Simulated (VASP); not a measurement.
The system is CaSe.

```xyz
4
Lattice="4.1317 0.0000 0.0000 -2.0658 3.5781 0.0000 0.0000 0.0000 7.1625" Properties=species:S:1:pos:R:3 pbc="T T T"
Ca    0.0000    0.0000    0.0000
Ca    0.0000    0.0000    3.5813
Se    0.0000    2.3854    1.7906
Se    2.0658    1.1927    5.3719
```

Base run:

* Program: VASP 6.6.1
* Functional: PBE
* Potentials or basis: VASP PAW PBE potentials, release 64 (Ca_sv, Se)
* Cutoff: 520 eV
* k mesh: 12 × 12 × 4
* Occupations: gaussian, width 0.01 eV
* Spin: no spin polarisation

Its results: band gap on the k mesh 2.20 eV, indirect (least direct gap 2.43 eV); pressure 0.8 GPa.

Q: The run is repeated on the same cell with these changes: functional from PBE to r2SCAN; further incar settings from ALGO = Normal; EDIFF = 1e-06; NBANDS = 24 to ALGO = Normal; EDIFF = 1e-07; NBANDS = 24. What comes out?

A: Band gap on the k mesh 2.69 eV, indirect (least direct gap 2.93 eV); pressure 0.2 GPa.

Caveats: the PAW data sets were made with another functional, which shifts forces and pressure a little (some runs).

A k mesh can miss the band edges.
